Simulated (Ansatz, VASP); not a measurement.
LiNbO3: VASP beside Ansatz

```
Li Nb O
1.0
     3.93317    0.00000    0.00000
     0.00000    3.93317    0.00000
     0.00000    0.00000    3.93317
Li Nb O
1 1 3
Direct
  0.00000 0.00000 0.00000
  0.50000 0.50000 0.50000
  0.50000 0.50000 0.00000
  0.50000 0.00000 0.50000
  0.00000 0.50000 0.50000
```

Alike in both runs: task single point; functional r2SCAN; k mesh 6 × 6 × 6; no spin polarisation.

|  | VASP | Ansatz |
| --- | --- | --- |
| version | VASP 6.6.1 | Ansatz 0.2.0 |
| potentials or method | VASP PAW PBE potentials, release 64 (Li_sv, Nb_sv, O) | plane waves, PAW |
| plane-wave cutoff (eV) | 520 | 500 |
| occupations | gaussian, width 0.01 eV | fixed |
| valence electrons in the cell | 34 | 34 |

|  | VASP | Ansatz | Ansatz less VASP |
| --- | --- | --- | --- |
| gap on the k mesh at the Fermi level (eV) | 2.11 | 2.13 | +0.021 |

VASP's potentials were made for PBE, not for r2SCAN.

Noted on VASP's run: the cutoff is short for stress, so the pressure is rough.
